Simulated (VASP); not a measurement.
Set up this calculation in VASP 6.6.1, as the native input.

- Task: relaxation of cell and atoms
- Functional: PBE
- Potentials or basis: VASP PAW PBE potentials, release 64 (Cd)
- Cutoff: 600 eV
- k mesh: 14 × 14 × 8
- Occupations: fermi-dirac, width 0.08 eV
- Spin: no spin polarisation
- Target pressure: 0.046 GPa
- Dipole correction: no
- Further INCAR settings: ALGO = Normal; EDIFF = 1e-06; IBRION = 2; EDIFFG = -0.005; NSW = 60; ISIF = 3

The structure of Cd lies in POSCAR:

```
Cd
1.0
    3.1915614452      0.0000000000      0.0000000000
   -1.5957807226      2.7639732893      0.0000000000
    0.0000000000      0.0000000000      5.1703295413
Cd
2
Direct
    0.3333333333      0.6666666667      0.2500000000
    0.6666666667      0.3333333333      0.7500000000
```

These files were run (other wordings do the same):

INCAR

```
SYSTEM = Cd
PREC = Accurate
ENCUT = 600
EDIFF = 1E-6
ISMEAR = -1
SIGMA = 0.08
LREAL = .FALSE.
LASPH = .TRUE.
NELM = 60
ALGO = Normal
ISIF = 3
LWAVE = .FALSE.
LCHARG = .FALSE.
GGA = PE
IBRION = 2
NSW = 60
EDIFFG = -0.005
PSTRESS = 0.45999999999999996
```

KPOINTS

```
regular mesh
0
G
  14 14 8
  0 0 0
```

Potentials or basis: VASP PAW PBE potentials, release 64 (Cd).

Run with:

```bash
$ cat potpaw_PBE.64/Cd/POTCAR > POTCAR
$ mpirun -np 1 vasp_std > vasp.out
```

It gave:

```yaml
Relaxed_volume: 22.74 Å³/atom
Relaxed_cell: a = 3.072 Å, b = 3.072 Å, c = 5.567 Å, α = 90.00°, β = 90.00°, γ = 120.00°
Space_group_after_relaxing_to_0.1_Å: P6_3/mmc (No. 194)
Energy_change_on_relaxing_the_run_minimises_the_enthalpy: -8.8 meV/atom
Ionic_steps: 21
Pressure_after_relaxing: 0.0 GPa
Band_gap_on_the_k_mesh: zero (bands 12 and 13 overlap by 3.75 eV)
```

Caveat: the cell is relaxed towards a set pressure, so the run minimises the enthalpy, not the energy.

Run time: 24 min on 1 thread of Oxide Virtual Turin-like Processor (shared host), peak memory 0.22 GiB.
